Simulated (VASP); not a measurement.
Wanted: the native input for a VASP 6.6.1 run.

```yaml
Task: single point
Functional: PBE
Potentials_or_basis: VASP PAW PBE potentials, release 64 (Al, N)
Cutoff: 520 eV
k_mesh: 9 × 9 × 6
Occupations: gaussian, width 0.05 eV
Spin: no spin polarisation
Dipole_correction: no
Further_INCAR_settings: ALGO = Normal; EDIFF = 1e-06; NBANDS = 16
```

The structure of AlN lies in POSCAR:

```
AlN
1.0
    3.4792000000      0.0000000000      0.0000000000
   -1.7396000000      3.0130755848      0.0000000000
    0.0000000000      0.0000000000      4.3132000000
Al N
2 2
Direct
    0.3333333333      0.6666666667      0.7500000000
    0.6666666667      0.3333333333      0.2500000000
    0.3333333333      0.6666666667      0.2500000000
    0.6666666667      0.3333333333      0.7500000000
```

The input as run:

INCAR

```
SYSTEM = AlN
ALGO = Normal
EDIFF = 1E-6
ENCUT = 520
GGA = PE
ISIF = 2
ISMEAR = 0
LASPH = .True.
LCHARG = .False.
LREAL = .False.
LWAVE = .False.
NBANDS = 16
NELM = 60
PREC = Accurate
SIGMA = 0.05
```

KPOINTS

```
k-points
0
Gamma
  9 9 6
  0 0 0
```

Potentials or basis: VASP PAW PBE potentials, release 64 (Al, N).

Run with:

```sh
$ cat potpaw_PBE.64/Al/POTCAR potpaw_PBE.64/N/POTCAR > POTCAR
$ mpirun -np 1 vasp_std > vasp.out
```

Results of the run:

```yaml
Pressure: -20.8 GPa
Band_gap_on_the_k_mesh: 2.38 eV, direct
```

Wall time 16 s on 1 thread of Intel(R) Xeon(R) Platinum 8488C (Sapphire Rapids) (shared host), peak memory 0.17 GiB.
